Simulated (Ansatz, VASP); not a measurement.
One calculation of TlO2, two programs

```
Tl O
1.0
     4.06443    0.00000    0.00000
    -2.03222    3.51990    0.00000
     0.00000    0.00000    2.85878
Tl O
1 2
Direct
  0.00000 0.00000 0.00000
  0.33333 0.66667 0.50000
  0.66667 0.33333 0.50000
```

Alike in both runs: task relaxation of cell and atoms; functional PBE; k mesh 6 × 6 × 6; occupations gaussian, width 0.1 eV; no spin polarisation.

```csv
,VASP,Ansatz
version,VASP 6.6.1,Ansatz 0.2.0
potentials or method,"VASP PAW PBE potentials, release 64 (Tl_d, O), cutoff 600 eV","scalar-relativistic, plane waves, PAW"
valence electrons in the cell,25,25
```

VASP gave:

```
gap on the k mesh at the Fermi level, each at its own relaxed structure (eV) : none
relaxed volume (Å³/atom)                                                     : 13.33
relaxed cell length with the largest relative difference (Å)                 : 3.264
```

Question: Which values does Ansatz return?

Answer: gap on the k mesh at the Fermi level, each at its own relaxed structure (eV): none; relaxed volume (Å³/atom): 13.36; relaxed cell length with the largest relative difference (Å): 3.276.

A gap of «none» marks a metal or a gap that the smearing closes.

The k mesh is coarse, so the values compare programs but aren't converged. Neither program's run includes spin-orbit coupling.
